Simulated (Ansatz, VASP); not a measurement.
# Two plane-wave programs on Mn

```xyz
1
Lattice="0.0000 1.7809 1.7809 1.7809 0.0000 1.7809 1.7809 1.7809 0.0000" Properties=species:S:1:pos:R:3 pbc="T T T"
Mn    0.0000    0.0000    0.0000
```

Alike in both runs: task single point; functional r2SCAN; k mesh 17 × 17 × 17; occupations fermi-dirac, width 0.1 eV; no spin polarisation.

|  | VASP | Ansatz |
| --- | --- | --- |
| version | VASP 6.6.1 | Ansatz 0.2.0 |
| potentials or method | VASP PAW PBE potentials, release 64 (Mn_pv), cutoff 520 eV | plane waves (500 eV) with PAW, scalar-relativistic |
| valence electrons in the cell | 13 | 15 |

Ansatz gave:

* pressure (GPa): -19.9

Task: What did VASP give for the same quantities?

Result: Pressure (GPa): -19.5.

VASP's potentials were made for PBE, not for r2SCAN. VASP's potentials hold 13 valence electrons a cell and Ansatz's 15, so a difference there can come from the potentials and not from the codes.
